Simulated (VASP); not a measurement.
# Zr (R-3m) in VASP: notebook, part 2 of 2

VASP 6.6.1. The steps go on from the part before.

## Step 4: Electric field gradients, PBEsol (equal xy, yz and zx shear strains of -1 %)

INCAR

```
SYSTEM = Zr
PREC = Accurate
ENCUT = 520
EDIFF = 1E-8
ISMEAR = -1
SIGMA = 0.08
LREAL = .False.
LASPH = .True.
NELM = 60
ALGO = Normal
ISIF = 2
LWAVE = .False.
LCHARG = .False.
GGA = PS
LEFG = .True.
NBANDS = 12
```

KPOINTS

```
Automatic mesh
0
Gamma
  14 14 14
  0 0 0
```

POSCAR

```
Zr
1.0
   -1.8281000000      1.8100000000      1.8100000000
    1.8100000000     -1.8281000000      1.8100000000
    1.8100000000      1.8100000000     -1.8281000000
Zr
1
Direct
    0.0000000000      0.0000000000      0.0000000000
```

Potentials or basis: VASP PAW PBE potentials, release 64 (Zr_sv).

Started as:

```sh
> cat potpaw_PBE.64/Zr_sv/POTCAR > POTCAR
> mpirun -np 1 vasp_std > vasp.out
```

OUTCAR:

```text
SYSTEM = Zr
   PREC = Accurate
   ENCUT = 520
   EDIFF = 1E-8
   ISMEAR = -1
   LREAL = .False.
   LASPH = .True.
   NELM = 60
   ISIF = 2
   GGA = PS

 ion  position               nearest neighbor table
   1  0.000  0.000  0.000-

  LATTYP: Found a trigonal (rhomboedric) cell.
 ALAT       =     3.1454967191
 COS(alpha) =    -0.3377371610

  Lattice vectors:

 A1 = (  -1.8281000000,   1.8100000000,   1.8100000000)
 A2 = (   1.8100000000,  -1.8281000000,   1.8100000000)
 A3 = (   1.8100000000,   1.8100000000,  -1.8281000000)

Analysis of symmetry for initial positions (statically):
=====================================================================
 Subroutine PRICEL returns:
 Original cell was already a primitive cell.

 Routine SETGRP: Setting up the symmetry group for a
 trigonal (rhombohedral) supercell.

 Subroutine GETGRP returns: Found 12 space group operations
 (whereof 12 operations were pure point group operations)
 out of a pool of 12 trial point group operations.

The static configuration has the point symmetry D_3d.

Analysis of symmetry for dynamics (positions and initial velocities):
=====================================================================
 Subroutine PRICEL returns:
 Original cell was already a primitive cell.

 Routine SETGRP: Setting up the symmetry group for a
 trigonal (rhombohedral) supercell.

 Subroutine GETGRP returns: Found 12 space group operations
 (whereof 12 operations were pure point group operations)
 out of a pool of 12 trial point group operations.

The dynamic configuration has the point symmetry D_3d.
[... 161 lines left out ...]
      9      11.9261      0.00000
     10      11.9261      0.00000
     11      20.5727      0.00000
     12      20.7795      0.00000
[... 331 lines left out ...]
 k-point    24 :       0.2857    0.1429    0.0000
  band No.  band energies     occupation
      1     -39.9237      2.00000
      2     -18.3735      2.00000
      3     -17.8896      2.00000
      4     -17.6763      2.00000
      5       6.0063      2.00000
      6       7.9760      1.98675
      7       8.5516      0.20247
      8      11.4812      0.00000
      9      12.4752      0.00000
     10      13.7822      0.00000
     11      19.3266      0.00000
     12      20.4114      0.00000

 [... further k-points ...]

------------------------ aborting loop because EDIFF is reached ----------------------------------------

  FORCE on cell =-STRESS in cart. coord.  units (eV):
  Direction    XX          YY          ZZ          XY          YZ          ZX
  --------------------------------------------------------------------------------------
  -------------------------------------------------------------------------------------
  Total       -0.9812262     -0.9812262     -0.9812262      0.0381231      0.0381231      0.0381231
  in kB      -66.2852207    -66.2852207    -66.2852207      2.5753496      2.5753496      2.5753496
  external PRESSURE =     -66.2852207 kB  Pullay stress =       0.0000000 kB

 VOLUME and BASIS-vectors are now :
 -----------------------------------------------------------------------------
  energy-cutoff  :      520.00
  volume of cell :       23.72
      direct lattice vectors                 reciprocal lattice vectors
    -1.828100000  1.810000000  1.810000000     0.002776452  0.277645202  0.277645202
     1.810000000 -1.828100000  1.810000000     0.277645202  0.002776452  0.277645202
     1.810000000  1.810000000 -1.828100000     0.277645202  0.277645202  0.002776452

 POSITION                                       TOTAL-FORCE (eV/Angst)
 -----------------------------------------------------------------------------------
      0.00000      0.00000      0.00000         0.000000      0.000000      0.000000
 -----------------------------------------------------------------------------------
    total drift:                                0.000000      0.000000      0.000000

  FREE ENERGIE OF THE ION-ELECTRON SYSTEM (eV)
  ---------------------------------------------------
  free  energy   TOTEN  =        -8.9928961896 eV

  energy  without entropy=       -8.9519419015  energy(sigma->0) =       -8.97241905

 Electric field gradients (V/A^2)
---------------------------------------------------------------------
 ion       V_xx      V_yy      V_zz      V_xy      V_xz      V_yz
---------------------------------------------------------------------
   1       0.000     0.000    -0.000     5.910     5.910     5.910
---------------------------------------------------------------------

 Electric field gradients after diagonalization (V/A^2)
 (convention: |V_zz| > |V_xx| > |V_yy|)
----------------------------------------------------------------------
 ion       V_xx      V_yy      V_zz     asymmetry (V_yy - V_xx)/ V_zz
----------------------------------------------------------------------
   1      -5.910    -5.910    11.821       0.000
----------------------------------------------------------------------

           NMR quadrupolar parameters

 Cq : quadrupolar parameter    Cq=e*Q*V_zz/h
 eta: asymmetry parameters     (V_yy - V_xx)/ V_zz
 Q  : nuclear electric quadrupole moment in mb (millibarn)
----------------------------------------------------------------------
 ion       Cq(MHz)       eta       Q (mb)
----------------------------------------------------------------------
   1       0.029       0.000       1.000
----------------------------------------------------------------------
```

OSZICAR:

```text
N       E                     dE             d eps       ncg     rms          rms(c)
DAV:   1     0.845660482049E+02    0.84566E+02   -0.68195E+03  6928   0.991E+02
DAV:   2    -0.637229532549E+01   -0.90938E+02   -0.88429E+02  7968   0.267E+02
DAV:   3    -0.932874500989E+01   -0.29564E+01   -0.29137E+01 10456   0.409E+01
DAV:   4    -0.939408542038E+01   -0.65340E-01   -0.65296E-01  7916   0.566E+00
DAV:   5    -0.939553246306E+01   -0.14470E-02   -0.14470E-02 10028   0.611E-01    0.103E+01
DAV:   6    -0.905539558661E+01    0.34014E+00   -0.42572E-01  7596   0.586E+00    0.402E+00
DAV:   7    -0.899112810959E+01    0.64267E-01   -0.20337E-01  8536   0.383E+00    0.674E-01
DAV:   8    -0.899290096014E+01   -0.17729E-02   -0.11379E-02  8036   0.122E+00    0.111E-01
DAV:   9    -0.899290394826E+01   -0.29881E-05   -0.40991E-04  9036   0.183E-01    0.209E-02
DAV:  10    -0.899289752987E+01    0.64184E-05   -0.19753E-05  8000   0.461E-02    0.102E-02
DAV:  11    -0.899289626991E+01    0.12600E-05   -0.14288E-06  8548   0.128E-02    0.134E-03
DAV:  12    -0.899289619666E+01    0.73255E-07   -0.11164E-07  8964   0.283E-03    0.295E-04
DAV:  13    -0.899289618963E+01    0.70220E-08   -0.57392E-09  4632   0.720E-04
   1 F= -.89928962E+01 E0= -.89724190E+01  d E =-.409543E-01
```

It took 52 s on 1 thread of Intel Xeon Platinum 8259CL at 2.50GHz (Skylake/Cascade Lake), shared host; peak memory 0.2 GiB.

Results:

| Property | Result |
| --- | --- |
| Free energy | -8.9929 eV |
| Pressure | -6.6 GPa |
| Band gap on the k mesh | zero (bands 6 and 7 overlap by 1.66 eV) |
| Largest electric field gradient by atom | Zr +11.8 V/Å² |

Stress tensor (GPa, compression positive):
```
-6.63  0.26  0.26
 0.26 -6.63  0.26
 0.26  0.26 -6.63
```

Electric field gradients, principal values (V/Å²):
```
atom   least  middle  greatest (by size)
1 Zr  -5.910  -5.910              11.821
```

Caveat: the cell differs from its parent crystal (equal xy, yz and zx shear strains of -1 %); the cell stands under tension; without QUAD_EFG the Cq values of the log hold for a quadrupole moment of 1 mb, not for the nuclei; the PAW data sets were made with another functional, which shifts forces and pressure a little.

## Step 5: Electric field gradients, PBEsol (equal xy, yz and zx shear strains of +2 %)

INCAR, as its differences from that of step 4:

```diff
@@ -8,3 +8,3 @@
 LASPH = .True.
-NELM = 60
+NELM = 80
 ALGO = Normal
```

KPOINTS is that of step 4.

POSCAR

```
Zr
1.0
   -1.7738000000      1.8100000000      1.8100000000
    1.8100000000     -1.7738000000      1.8100000000
    1.8100000000      1.8100000000     -1.7738000000
Zr
1
Direct
    0.0000000000      0.0000000000      0.0000000000
```

Potentials or basis: VASP PAW PBE potentials, release 64 (Zr_sv).

Started as:

```sh
> cat potpaw_PBE.64/Zr_sv/POTCAR > POTCAR
> mpirun -np 1 vasp_std > vasp.out
```

OUTCAR:

```text
SYSTEM = Zr
   PREC = Accurate
   ENCUT = 520
   EDIFF = 1E-8
   ISMEAR = -1
   LREAL = .False.
   LASPH = .True.
   NELM = 80
   ISIF = 2
   GGA = PS

 ion  position               nearest neighbor table
   1  0.000  0.000  0.000-

  LATTYP: Found a trigonal (rhomboedric) cell.
 ALAT       =     3.1142521478
 COS(alpha) =    -0.3242805026

  Lattice vectors:

 A1 = (  -1.7738000000,   1.8100000000,   1.8100000000)
 A2 = (   1.8100000000,  -1.7738000000,   1.8100000000)
 A3 = (   1.8100000000,   1.8100000000,  -1.7738000000)

Analysis of symmetry for initial positions (statically):
=====================================================================
 Subroutine PRICEL returns:
 Original cell was already a primitive cell.

 Routine SETGRP: Setting up the symmetry group for a
 trigonal (rhombohedral) supercell.

 Subroutine GETGRP returns: Found 12 space group operations
 (whereof 12 operations were pure point group operations)
 out of a pool of 12 trial point group operations.

The static configuration has the point symmetry D_3d.

Analysis of symmetry for dynamics (positions and initial velocities):
=====================================================================
 Subroutine PRICEL returns:
 Original cell was already a primitive cell.

 Routine SETGRP: Setting up the symmetry group for a
 trigonal (rhombohedral) supercell.

 Subroutine GETGRP returns: Found 12 space group operations
 (whereof 12 operations were pure point group operations)
 out of a pool of 12 trial point group operations.

The dynamic configuration has the point symmetry D_3d.
[... 161 lines left out ...]
      9      11.9423      0.00000
     10      11.9423      0.00000
     11      20.5797      0.00000
     12      20.5797      0.00000
[... 331 lines left out ...]
 k-point    24 :       0.2857    0.1429    0.0000
  band No.  band energies     occupation
      1     -39.9349      2.00000
      2     -18.3108      2.00000
      3     -17.8843      2.00000
      4     -17.6581      2.00000
      5       5.9386      2.00000
      6       7.9656      1.98846
      7       8.4920      0.38605
      8      11.5803      0.00000
      9      12.6526      0.00000
     10      13.6444      0.00000
     11      19.1372      0.00000
     12      20.4293      0.00000

 [... further k-points ...]

------------------------ aborting loop because EDIFF is reached ----------------------------------------

  FORCE on cell =-STRESS in cart. coord.  units (eV):
  Direction    XX          YY          ZZ          XY          YZ          ZX
  --------------------------------------------------------------------------------------
  -------------------------------------------------------------------------------------
  Total       -0.9779529     -0.9779529     -0.9779529     -0.0879656     -0.0879656     -0.0879656
  in kB      -66.0788138    -66.0788138    -66.0788138     -5.9437013     -5.9437013     -5.9437013
  external PRESSURE =     -66.0788138 kB  Pullay stress =       0.0000000 kB

 VOLUME and BASIS-vectors are now :
 -----------------------------------------------------------------------------
  energy-cutoff  :      520.00
  volume of cell :       23.71
      direct lattice vectors                 reciprocal lattice vectors
    -1.773800000  1.810000000  1.810000000    -0.005471244  0.273562185  0.273562185
     1.810000000 -1.773800000  1.810000000     0.273562185 -0.005471244  0.273562185
     1.810000000  1.810000000 -1.773800000     0.273562185  0.273562185 -0.005471244

 POSITION                                       TOTAL-FORCE (eV/Angst)
 -----------------------------------------------------------------------------------
      0.00000      0.00000      0.00000         0.000000     -0.000000      0.000000
 -----------------------------------------------------------------------------------
    total drift:                                0.000000      0.000000      0.000000

  FREE ENERGIE OF THE ION-ELECTRON SYSTEM (eV)
  ---------------------------------------------------
  free  energy   TOTEN  =        -8.9911449502 eV

  energy  without entropy=       -8.9501094629  energy(sigma->0) =       -8.97062721

 Electric field gradients (V/A^2)
---------------------------------------------------------------------
 ion       V_xx      V_yy      V_zz      V_xy      V_xz      V_yz
---------------------------------------------------------------------
   1       0.000    -0.000    -0.000   -10.292   -10.292   -10.292
---------------------------------------------------------------------

 Electric field gradients after diagonalization (V/A^2)
 (convention: |V_zz| > |V_xx| > |V_yy|)
----------------------------------------------------------------------
 ion       V_xx      V_yy      V_zz     asymmetry (V_yy - V_xx)/ V_zz
----------------------------------------------------------------------
   1      10.292    10.292   -20.583       0.000
----------------------------------------------------------------------

           NMR quadrupolar parameters

 Cq : quadrupolar parameter    Cq=e*Q*V_zz/h
 eta: asymmetry parameters     (V_yy - V_xx)/ V_zz
 Q  : nuclear electric quadrupole moment in mb (millibarn)
----------------------------------------------------------------------
 ion       Cq(MHz)       eta       Q (mb)
----------------------------------------------------------------------
   1      -0.050       0.000       1.000
----------------------------------------------------------------------
```

OSZICAR:

```text
N       E                     dE             d eps       ncg     rms          rms(c)
DAV:   1     0.848913063363E+02    0.84891E+02   -0.68678E+03  6920   0.993E+02
DAV:   2    -0.626735042777E+01   -0.91159E+02   -0.88706E+02  7976   0.268E+02
DAV:   3    -0.933195090400E+01   -0.30646E+01   -0.30165E+01 10628   0.408E+01
DAV:   4    -0.939181333345E+01   -0.59862E-01   -0.59820E-01  7824   0.553E+00
DAV:   5    -0.939294680775E+01   -0.11335E-02   -0.11334E-02 10048   0.580E-01    0.103E+01
DAV:   6    -0.905339886100E+01    0.33955E+00   -0.42610E-01  7632   0.585E+00    0.403E+00
DAV:   7    -0.898938156695E+01    0.64017E-01   -0.20395E-01  8512   0.382E+00    0.674E-01
DAV:   8    -0.899115282387E+01   -0.17713E-02   -0.11383E-02  8080   0.122E+00    0.113E-01
DAV:   9    -0.899115258110E+01    0.24277E-06   -0.41885E-04  8968   0.185E-01    0.213E-02
DAV:  10    -0.899114660004E+01    0.59811E-05   -0.19180E-05  7972   0.453E-02    0.852E-03
DAV:  11    -0.899114508087E+01    0.15192E-05   -0.12156E-06  8692   0.118E-02    0.192E-03
DAV:  12    -0.899114496861E+01    0.11226E-06   -0.15350E-07  8912   0.335E-03    0.333E-04
DAV:  13    -0.899114495653E+01    0.12077E-07   -0.51401E-09  4752   0.679E-04    0.299E-04
DAV:  14    -0.899114495023E+01    0.62960E-08   -0.14191E-09  3828   0.318E-04
   1 F= -.89911450E+01 E0= -.89706272E+01  d E =-.410355E-01
```

stdout:

```text
POSCAR found type information on POSCAR Zr
 POSCAR found :  1 types and       1 ions
 scaLAPACK will be used
 -----------------------------------------------------------------------------
|                                                                             |
|                                                                             |
|     You enforced a specific xc type in the INCAR file but a different       |
|     I HOPE YOU KNOW WHAT YOU ARE DOING!                                     |
|                                                                             |
 -----------------------------------------------------------------------------

 LDA part: xc-table for (Slater+PW92), standard interpolation
 POSCAR, INCAR and KPOINTS ok, starting setup
 FFT: planning ... GRIDC
 FFT: planning ... GRID_SOFT
 FFT: planning ... GRID
 WAVECAR not read
 entering main loop
ion   1
```

Wall time 50 s (1 thread of Intel Xeon Platinum 8259CL at 2.50GHz (Skylake/Cascade Lake), shared host); peak memory 0.19 GiB.

What came out:

* Free energy: -8.9911 eV
* Pressure: -6.6 GPa
* Band gap on the k mesh: zero (bands 6 and 7 overlap by 1.59 eV)
* Largest electric field gradient by atom: Zr -20.6 V/Å²

Electric field gradients, principal values (V/Å²):
```
atom   least  middle  greatest (by size)
1 Zr  10.292  10.292             -20.583
```

Caveat: the cell differs from its parent crystal (equal xy, yz and zx shear strains of +2 %); the cell stands under tension; without QUAD_EFG the Cq values of the log hold for a quadrupole moment of 1 mb, not for the nuclei; the PAW data sets were made with another functional, which shifts forces and pressure a little.

## Step 6: Overview

| cell | gap on the mesh (eV) | pressure (GPa) |
| --- | --- | --- |
| a = 3.167 Å, angles 110.3°, 1 atom | none | -6.6 |
| a = 3.145 Å, angles 109.7°, 1 atom | none | -6.6 |
| a = 3.114 Å, angles 108.9°, 1 atom | none | -6.6 |

Alike in all rows: task electric field gradients; level PBEsol; potentials or basis VASP PAW PBE potentials, release 64 (Zr_sv); no spin polarisation; k mesh 14 × 14 × 14; cutoff (eV) 520; smearing fermi-dirac 0.08 eV.

Caveats: the cell stands under tension; the PAW data sets were made with another functional, which shifts forces and pressure a little.

Absolute energies hang on the potentials; compare differences alone.
